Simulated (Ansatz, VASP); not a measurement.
## GaB, level by level in two programs

```
Ga B
1.0
     2.71824    0.00000    0.00000
     0.00000    2.71824    0.00000
     0.00000    0.00000    3.23621
Ga B
1 1
Direct
  0.50000 0.50000 0.50000
  0.00000 0.00000 0.00000
```

Single points on this cell with VASP 6.6.1 and Ansatz 0.2.0. Each row is one pair of runs. Alike in all rows: smearing: fermi-dirac, width 0.05 eV; VASP's potentials, cutoff: VASP PAW PBE potentials, release 64 (Ga_d, B), 520 eV; Ansatz's potentials, cutoff: Ansatz PAW, 420 eV.

```tsv
level	spin	k mesh	gap on the k mesh at the Fermi level (eV), VASP	gap on the k mesh at the Fermi level (eV), Ansatz	pressure (GPa), VASP	pressure (GPa), Ansatz
PBE-based screened hybrid	off	5 × 5 × 4	none	none	-5.1	-5.4
PBE0	off	5 × 5 × 4	none	?	-4.5	?
PBE0	off	6 × 6 × 5	none	none	-2.4	-2.6
PBE0	non-collinear, zero start, SOC	4 × 4 × 4	-	-	-1.9	-1.9
```

Task: Fill in what Ansatz gave in row 2.

Result: gap on the k mesh at the Fermi level (eV): none; pressure (GPa): -4.7.

A gap of «none» marks a metal or a gap that the smearing closes.

The k mesh is coarse, so the values compare programs but aren't converged.
